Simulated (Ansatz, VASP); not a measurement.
# Tl2Ga in VASP and in Ansatz

```
CELL_PARAMETERS angstrom
5.66561 0.00000 0.00000
-2.83280 4.90656 0.00000
0.00000 0.00000 3.10541
ATOMIC_POSITIONS crystal
Tl 0.33333 0.66667 0.50000
Tl 0.66667 0.33333 0.50000
Ga 0.00000 0.00000 0.00000
```

Alike in both runs: functional PBE; k mesh 6 × 6 × 4; occupations gaussian, width 0.1 eV; no spin polarisation.

Ansatz relaxed the structure, and its values are those at the end. VASP's run is a single point on that final structure, the one shown.

```csv
,VASP,Ansatz
version,VASP 6.6.1,Ansatz 0.2.0
potentials or method,"VASP PAW PBE potentials, release 64 (Tl_d, Ga_d), cutoff 520 eV","scalar-relativistic, plane waves, PAW"
valence electrons in the cell,39,39
```

Ansatz gave:

| Item | Value |
| --- | --- |
| gap on the k mesh at the Fermi level (eV) | none |
| pressure (GPa) | 0.0 |

What did VASP give for the same quantities?

gap on the k mesh at the Fermi level (eV): none; pressure (GPa): -0.1.

A gap of «none» marks a metal or a gap that the smearing closes. With one functional, cell and mesh, what is left measures potentials, basis and numerics.

The k mesh is coarse, so the values compare programs but aren't converged. Spin-orbit coupling is off throughout.
